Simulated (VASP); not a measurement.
## Al15Ni16 (a cell with a defect): single point with PBE

The system is Al15Ni16 (a cell with a defect).

```xyz
31
Lattice="0.0000 5.7837 5.7837 5.7837 0.0000 5.7837 5.7837 5.7837 0.0000" Properties=species:S:1:pos:R:3 pbc="T T T"
Al    1.4499    1.4431    1.4431
Al    4.3685    4.3322    4.3354
Al    4.3411    4.3338    1.4439
Al    7.2329    7.1984    4.3379
Al    4.3418    1.4440    4.3341
Al    7.2324    4.3332    7.1978
Al   10.1282    7.2261    7.2281
Al    1.4505    4.3348    4.3357
Al    4.3387    7.2259    7.2289
Al    4.3398    7.2245    4.3344
Al    7.2341   10.1196    7.2533
Al    4.3408    4.3346    7.2270
Al    7.2340    7.2546   10.1193
Al    7.2328    7.2246    7.2275
Al   10.0957   10.1202   10.1213
Ni   -0.0021    0.0044    0.0032
Ni    2.9016    2.8812    2.8840
Ni    2.8949    2.8894   -0.0050
Ni    5.7948    5.7743    2.8955
Ni    2.8880   -0.0054    2.8970
Ni    5.7903    2.8899    5.7794
Ni    5.7927    2.8915    2.8875
Ni    8.6794    5.7807    5.7831
Ni   -0.0074    2.8840    2.8892
Ni    2.9037    5.7850    5.7841
Ni    2.9023    5.7853    2.8790
Ni    5.7798    8.6645    5.7874
Ni    2.8996    2.8808    5.7898
Ni    5.7811    5.7867    8.6654
Ni    5.7829    5.7777    5.7803
Ni    8.6793    8.6775    8.6745
```

```
Program                : VASP 6.6.1
Task                   : single point
Functional             : PBE
Potentials or basis    : VASP PAW PBE potentials, release 64 (Al, Ni)
Cutoff                 : 520 eV
k mesh                 : 2 × 2 × 2
Occupations            : methfessel-paxton, width 0.1 eV
Spin                   : no spin polarisation
Dipole correction      : no
Further INCAR settings : LREAL = Auto; ALGO = Normal; EDIFF = 1e-06; NBANDS = 124
```

The pressure is -1.3 GPa, the largest force is 0.020 eV/Å and the band gap on the k mesh is zero (an odd number of electrons rules out a gap without spin polarisation).

Forces in eV/Å, atoms in the order of the input:
```
Al  -0.003 -0.001  0.008
Al   0.005  0.001 -0.003
Al   0.010  0.002 -0.005
Al  -0.006  0.001  0.000
Al   0.002 -0.005  0.010
Al   0.002  0.000  0.001
Al  -0.002  0.002  0.004
Al  -0.006 -0.002 -0.002
Al   0.003 -0.008 -0.005
Al   0.003  0.003  0.001
Al  -0.001 -0.005 -0.002
Al  -0.003  0.000  0.005
Al   0.000  0.002 -0.007
Al   0.001  0.008 -0.003
Al   0.003 -0.001 -0.002
Ni   0.000  0.005 -0.001
Ni  -0.005 -0.002 -0.006
Ni  -0.005 -0.001  0.012
Ni  -0.015  0.009 -0.010
Ni   0.013  0.004 -0.012
Ni  -0.002 -0.007 -0.001
Ni  -0.015 -0.010  0.009
Ni   0.002  0.006  0.007
Ni   0.011 -0.002 -0.014
Ni  -0.002  0.007  0.005
Ni  -0.002  0.001  0.004
Ni   0.001  0.004  0.003
Ni   0.008  0.001 -0.002
Ni  -0.002  0.004  0.000
Ni   0.007  0.005  0.010
Ni   0.000 -0.017 -0.004
```

Levels at points of the mesh, in eV from the Fermi level:
```tsv
k point	band 100	band 101	band 102	band 103	band 104	band 105
(0.00, 0.00, 0.00)	-0.45	-0.45	1.68	1.68	1.68	2.27
(0.50, 0.00, 0.00)	-0.08	-0.03	0.00	0.02	0.02	0.04
(0.00, 0.50, 0.00)	-0.08	-0.03	0.00	0.02	0.03	0.04
(0.00, 0.00, 0.50)	-0.08	-0.03	0.00	0.02	0.03	0.04
(0.50, 0.50, 0.50)	-0.08	-0.03	0.00	0.02	0.03	0.04
(0.50, 0.50, 0.00)	-0.39	-0.39	-0.29	-0.02	-0.02	0.05
(0.00, 0.50, 0.50)	-0.39	-0.39	-0.29	-0.02	-0.02	0.05
(0.50, 0.00, 0.50)	-0.39	-0.39	-0.29	-0.02	-0.02	0.05
```

Wall time 19 min on 1 thread of Intel(R) Xeon(R) Platinum 8488C (Sapphire Rapids), on a shared host, peak memory 0.68 GiB.

Caveat: the k points lie up to 0.47 Å⁻¹ apart, too coarse for converged energies and pressures of a metal. Spin polarisation is off, so any magnetic state and its effect on volume and gap are missing.
